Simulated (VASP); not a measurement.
Ta:

```xyz
1
Lattice="-1.6513 1.6513 1.6513 1.6513 -1.6513 1.6513 1.6513 1.6513 -1.6513" Properties=species:S:1:pos:R:3 pbc="T T T"
Ta    0.0000    0.0000    0.0000
```

- Program: VASP 6.6.1
- Task: relaxation of cell and atoms
- Functional: PBE
- Potentials or basis: VASP PAW PBE potentials, release 64 (Ta_pv)
- Cutoff: 600 eV
- k mesh: 15 × 15 × 15
- Occupations: methfessel-paxton, width 0.1 eV
- Spin: no spin polarisation

At the start: pressure 2.8 GPa; volume 18.01 Å³/atom.

Q: Where does the relaxation end?

A: Over 3 steps the energy falls by 2.2 meV/atom and the volume is 18.27 Å³/atom (+1.4 %); space group Im-3m (No. 229, to 0.05 Å).

Step by step:
```
step  energy change (eV)  largest force (eV/Å)  pressure (GPa)  volume (Å³)
   1              0.0000                0.0000            2.82        18.01
   2              0.0084                0.0000           -5.71        18.85
   3             -0.0022                0.0000           -0.02        18.27
```

Final structure:
```yaml
crystal:
  lattice:
    - [-1.65916, 1.65916, 1.65916]
    - [1.65916, -1.65916, 1.65916]
    - [1.65916, 1.65916, -1.65916]
  atoms:
    - { symbol: Ta, position: [0.00000, 0.00000, 0.00000] }
```
